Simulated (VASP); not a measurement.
Here is a VASP 6.6.1 calculation.

POSCAR

```
Zr2N
1.0
    5.4170524539      0.0000000000      0.0000000000
    0.0000000000      5.4170524539      0.0000000000
    0.0000000000      0.0000000000      3.3004444795
Zr N
4 2
Direct
    0.2965720823      0.2965720823      0.0000000000
    0.7034279177      0.7034279177      0.0000000000
    0.7965720823      0.2034279177      0.5000000000
    0.2034279177      0.7965720823      0.5000000000
    0.0000000000      0.0000000000      0.0000000000
    0.5000000000      0.5000000000      0.5000000000
```

The input INCAR.step1:

```
SYSTEM = Zr2N
ALGO = Normal
EDIFF = 1E-4
ENCUT = 520
GGA = PE
ISMEAR = 0
LASPH = .True.
LCHARG = .False.
LREAL = .False.
LWAVE = .True.
NBANDS = 38
NELM = 60
PREC = Accurate
SIGMA = 0.1
```

INCAR.step2

```
SYSTEM = Zr2N
ALGO = Normal
EDIFF = 1E-7
ENCUT = 520
ISIF = 2
ISMEAR = 0
ISTART = 1
LASPH = .True.
LCHARG = .False.
LMIXTAU = .True.
LREAL = .False.
LWAVE = .False.
METAGGA = R2SCAN
NBANDS = 38
NELM = 60
PREC = Accurate
SIGMA = 0.1
```

The input KPOINTS:

```
k-points
0
Gamma
  8 8 10
  0 0 0
```

Potentials or basis: VASP PAW PBE potentials, release 64 (Zr_sv, N).

The run is started by

```sh
$ cat potpaw_PBE.64/Zr_sv/POTCAR potpaw_PBE.64/N/POTCAR > POTCAR
$ cp INCAR.step1 INCAR
$ mpirun -np 1 vasp_std > vasp.out
$ cp INCAR.step2 INCAR
$ mpirun -np 1 vasp_std > vasp.out
```

**Question.** What does it give for the pressure?

**Answer.** 0.1 GPa.

**Question.** Predict the band gap on the k mesh.

**Answer.** Zero (bands 29 and 30 overlap by 2.63 eV).

**Question.** Predict the largest force.

**Answer.** 0.006 eV/Å.

Forces in eV/Å, atoms in the order of the input:
```
Zr  -0.004 -0.004  0.000
Zr   0.004  0.004  0.000
Zr  -0.004  0.004  0.000
Zr   0.004 -0.004  0.000
N    0.000  0.000  0.000
N    0.000  0.000  0.000
```

Caveat: the PAW data sets were made with another functional, which shifts forces and pressure a little.
